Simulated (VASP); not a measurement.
Ba:

```xyz
1
Lattice="-2.5065 2.5065 2.5065 2.5065 -2.5065 2.5065 2.5065 2.5065 -2.5065" Properties=species:S:1:pos:R:3 pbc="T T T"
Ba    0.0000    0.0000    0.0000
```

| Quantity | Value |
| --- | --- |
| Program | VASP 6.6.1 |
| Task | relaxation of volume and atoms at fixed shape |
| Functional | PBEsol |
| Potentials or basis | VASP PAW PBE potentials, release 64 (Ba_sv) |
| Cutoff | 500 eV |
| k mesh | 7 × 7 × 7 |
| Occupations | methfessel-paxton, width 0.1 eV |
| Spin | no spin polarisation |

At the start: pressure -0.5 GPa; volume 62.99 Å³/atom.

Question: How do energy, volume and symmetry change on relaxing?

Answer: Over 3 steps the energy falls by 6.0 meV/atom and the volume is 59.37 Å³/atom (-5.7 %); space group Im-3m (No. 229, to 0.05 Å).

Step by step:
```
step  energy change (eV)  largest force (eV/Å)  pressure (GPa)  volume (Å³)
   1              0.0000                0.0000           -0.51        62.99
   2             -0.0044                0.0000           -0.27        61.19
   3             -0.0060                0.0000           -0.01        59.37
```

Final structure:
```
Ba
1.0
    -2.45761    2.45761    2.45761
     2.45761   -2.45761    2.45761
     2.45761    2.45761   -2.45761
Ba
1
Direct
  0.00000 0.00000 0.00000
```

Caveat: the PAW data sets were made with another functional, which shifts forces and pressure a little.
